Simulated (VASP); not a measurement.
A run of VASP 6.6.1:

INCAR

```
SYSTEM = Rh
PREC     = Accurate       ! precision mode
ENCUT    = 520            ! plane-wave cutoff, eV
EDIFF    = 1E-6           ! SCF threshold, eV
ISMEAR   = -1             ! smearing method
SIGMA    = 0.1            ! smearing width, eV
LREAL    = .FALSE.        ! projectors in reciprocal space
LASPH    = .TRUE.         ! aspherical terms in the spheres
NELM     = 100            ! most SCF steps
ALGO     = Normal         ! electronic algorithm
ISIF     = 2              ! what is computed and relaxed
LWAVE    = .FALSE.        ! write WAVECAR
LCHARG   = .FALSE.        ! write CHGCAR
GGA      = RP             ! functional
NBANDS   = 30             ! bands
```

Contents of KPOINTS:

```
Automatic mesh
0
G
  9 9 13
  0 0 0
```

POSCAR

```
Rh
1.0
    4.2466452135      0.0000000000      0.0000000000
   -2.1233226068      3.6777026357      0.0000000000
    0.0000000000      0.0000000000      2.6069746773
Rh
3
Direct
    0.0000000000      0.0000000000      0.0000000000
    0.3333333333      0.6666666667      0.5000000000
    0.6666666667      0.3333333333      0.5000000000
```

Potentials or basis: VASP PAW PBE potentials, release 64 (Rh_pv).

Run with:

```bash
$ cat potpaw_PBE.64/Rh_pv/POTCAR > POTCAR
$ mpirun -np 1 vasp_std > vasp.out
```

Hardware: 1 thread of Intel(R) Xeon(R) Platinum 8375C CPU @ 2.90GHz (Ice Lake), with other jobs on the host.

Problem. How long does it take, and how much memory?

Solution. Wall time 40 s on 1 thread of Intel(R) Xeon(R) Platinum 8375C CPU @ 2.90GHz (Ice Lake), with other jobs on the host, peak memory 0.2 GiB. Counts: scf iterations 12, k points 84.
